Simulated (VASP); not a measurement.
**SiC: single point with r2SCAN**

Crystal: SiC.

```
Si C
1.0
     3.07520    0.00000    0.00000
    -1.53760    2.66320    0.00000
     0.00000    0.00000    5.04817
Si C
2 2
Cartesian
  0.0000 1.7755 0.0232
  1.5376 0.8877 2.5473
  -0.0707 1.7048 1.8203
  1.5376 0.8877 4.4444
```

This cell differs from its parent crystal: atom 3 (C) moved by (-0.100, -0.100) A along [1 1 0] and z.

| Item | Value |
| --- | --- |
| Program | VASP 6.6.1 |
| Task | single point |
| Functional | r2SCAN |
| Potentials or basis | VASP PAW PBE potentials, release 64 (Si, C) |
| Cutoff | 520 eV |
| k mesh | 12 × 12 × 6 |
| Occupations | gaussian, width 0.05 eV |
| Spin | no spin polarisation |

The pressure is 1.2 GPa and the largest force is 3.205 eV/Å. The band gap on the k mesh is 2.10 eV (least direct gap 4.23 eV).

Forces on the atoms (eV/Å):
```
Si  -0.128 -0.126 -1.190
Si  -1.215 -0.992 -0.838
C    1.347  1.117  2.685
C   -0.004  0.001 -0.657
```

Stress tensor (GPa, compression positive):
```
 0.91  2.06 -2.13
 2.06 -2.64 -1.62
-2.13 -1.62  5.31
```

Levels at points of the mesh, in eV from the valence-band top:
| k point | band 5 | band 6 | band 7 | band 8 | band 9 | band 10 | band 11 | band 12 |
| --- | --- | --- | --- | --- | --- | --- | --- | --- |
| (0.00, 0.00, 0.00) | -1.44 | -0.76 | -0.21 | 0.00 | 5.11 | 6.39 | 6.90 | 6.92 |
| (0.50, 0.00, 0.00) | -5.94 | -4.11 | -3.64 | -1.25 | 2.98 | 4.57 | 7.06 | 7.27 |
| (0.00, 0.50, 0.00) | -6.18 | -3.80 | -3.65 | -1.47 | 2.95 | 3.89 | 6.92 | 7.13 |
| (0.50, 0.50, 0.00) | -6.13 | -3.84 | -3.67 | -1.41 | 2.96 | 4.07 | 6.91 | 7.16 |
| (0.00, 0.00, 0.50) | -1.21 | -1.10 | -1.01 | -0.42 | 6.11 | 6.29 | 7.24 | 7.52 |
| (0.50, 0.00, 0.50) | -2.97 | -2.91 | -2.67 | -2.39 | 3.27 | 3.31 | 5.34 | 5.85 |
| (0.00, 0.50, 0.50) | -3.18 | -2.97 | -2.78 | -2.60 | 3.35 | 3.46 | 5.48 | 5.61 |
| (0.50, 0.50, 0.50) | -3.17 | -2.95 | -2.76 | -2.46 | 3.32 | 3.40 | 5.44 | 5.65 |

Wall time 4.6 min on 1 thread of Intel(R) Xeon(R) 6975P-C (Granite Rapids), on a shared host, peak memory 0.34 GiB.

Caveat: the cell differs from its parent crystal (atom 3 (C) moved by (-0.100, -0.100) A along [1 1 0] and z); the stress differs along the axes, from -3 to 5 GPa; the PAW data sets were made with another functional, which shifts forces and pressure a little. A k mesh can miss the band edges.
